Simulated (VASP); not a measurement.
Input of a VASP 6.6.1 run:

Contents of POSCAR:

```
ZrS2
1.0
    3.6347399138      0.0000000000      0.0000000000
   -1.8173699569      3.1477771015      0.0000000000
    0.0000000000      0.0000000000      5.7210373286
Zr S
1 2
Direct
    0.0000000000      0.0000000000      0.0000000000
    0.6666666667      0.3333333333      0.7447136156
    0.3333333333      0.6666666667      0.2552863844
```

Contents of INCAR.step1:

```
SYSTEM = ZrS2
PREC = Accurate
ENCUT = 550
ISMEAR = -1
SIGMA = 0.02
LREAL = .False.
LASPH = .True.
NELM = 120
GGA = PE
ALGO = Normal
EDIFF = 1E-5
LWAVE = .True.
LCHARG = .False.
GGA_COMPAT = .False.
IBRION = 2
ISIF = 3
EDIFFG = -0.005
NELMIN = 4
NSW = 100
```

The input INCAR.step2:

```
SYSTEM = ZrS2
PREC = Accurate
ENCUT = 550
EDIFF = 1E-7
ISMEAR = -1
SIGMA = 0.02
LREAL = .False.
LASPH = .True.
NELM = 120
ALGO = Normal
ISIF = 3
LWAVE = .False.
LCHARG = .False.
METAGGA = R2SCAN
LMIXTAU = .True.
LUSE_VDW = .True.
IVDW_NL = 2
BPARAM = 11.95
CPARAM = 0.0093
IBRION = 2
NSW = 80
EDIFFG = -0.005
ISTART = 1
GGA_COMPAT = .False.
NELMIN = 4
```

KPOINTS

```
Automatic mesh
0
Gamma
  12 12 4
  0 0 0
```

Potentials or basis: VASP PAW PBE potentials, release 64 (Zr_sv, S).

Run with:

```console
$ cat potpaw_PBE.64/Zr_sv/POTCAR potpaw_PBE.64/S/POTCAR > POTCAR
$ cp INCAR.step1 INCAR
$ mpirun -np 1 vasp_std > vasp.out
$ cp INCAR.step2 INCAR
$ mpirun -np 1 vasp_std > vasp.out
```

(1) Predict the band gap on the k mesh.

(2) Estimate the space group after relaxing (to 0.05 Å).

(3) Estimate the relaxed volume.

Results:

(1) 1.16 eV, indirect (least direct gap 1.81 eV).

(2) P-3m1 (No. 164).

(3) 22.83 Å³/atom.

Caveat: the PAW data sets were made with another functional, which shifts forces and pressure a little.
